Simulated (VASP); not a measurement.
## TePb: single point with PBE

The system is TePb.

```xyz
2
Lattice="0.0000 3.2709 3.2709 3.2709 0.0000 3.2709 3.2709 3.2709 0.0000" Properties=species:S:1:pos:R:3 pbc="T T T"
Te    0.0000    0.0000    0.0000
Pb    3.2709    3.2709    3.2709
```

```yaml
Program: VASP 6.6.1
Task: single point
Functional: PBE
Potentials_or_basis: VASP PAW PBE potentials, release 64 (Te, Pb_d)
Cutoff: 500 eV
k_mesh: 4 × 4 × 4
Occupations: gaussian, width 0.1 eV
Spin: collinear spin
Starting_moments: "[0.0, 3.0] μB"
Dipole_correction: no
Further_INCAR_settings: ALGO = Normal; EDIFF = 1e-06; NBANDS = 21
```

```json
{
 "Pressure": "0.5 GPa",
 "Band gap on the k mesh": "0.81 eV",
 "Net moment": "0.00 μB per cell",
 "Valence electrons inside the program's atomic spheres": "Te 3.38; Pb 11.85"
}
```

Levels at points of the mesh, in eV from the valence-band top:
Spin up:
```tsv
k point	band 7	band 8	band 9	band 10	band 11	band 12	band 13	band 14
(0.00, 0.00, 0.00)	-5.68	-1.20	-1.20	-1.20	4.04	4.04	4.04	5.89
(0.50, 0.00, 0.00)	-8.40	-0.77	-0.77	0.00	0.81	1.37	1.37	8.35
(0.50, 0.50, 0.00)	-7.24	-4.21	-2.58	-2.58	3.45	5.35	5.35	6.50
```
Spin down:
| k point | band 7 | band 8 | band 9 | band 10 | band 11 | band 12 | band 13 | band 14 |
| --- | --- | --- | --- | --- | --- | --- | --- | --- |
| (0.00, 0.00, 0.00) | -5.68 | -1.20 | -1.20 | -1.20 | 4.04 | 4.04 | 4.04 | 5.89 |
| (0.50, 0.00, 0.00) | -8.39 | -0.77 | -0.77 | 0.00 | 0.81 | 1.37 | 1.37 | 8.35 |
| (0.50, 0.50, 0.00) | -7.24 | -4.21 | -2.58 | -2.58 | 3.45 | 5.35 | 5.35 | 6.50 |

Run time: 53 s on 1 thread of Intel Xeon 8259CL (shared host), peak memory 0.24 GiB.

Caveat: spin-orbit coupling is left out, which moves the levels of the heavy elements. A k mesh can miss the band edges.
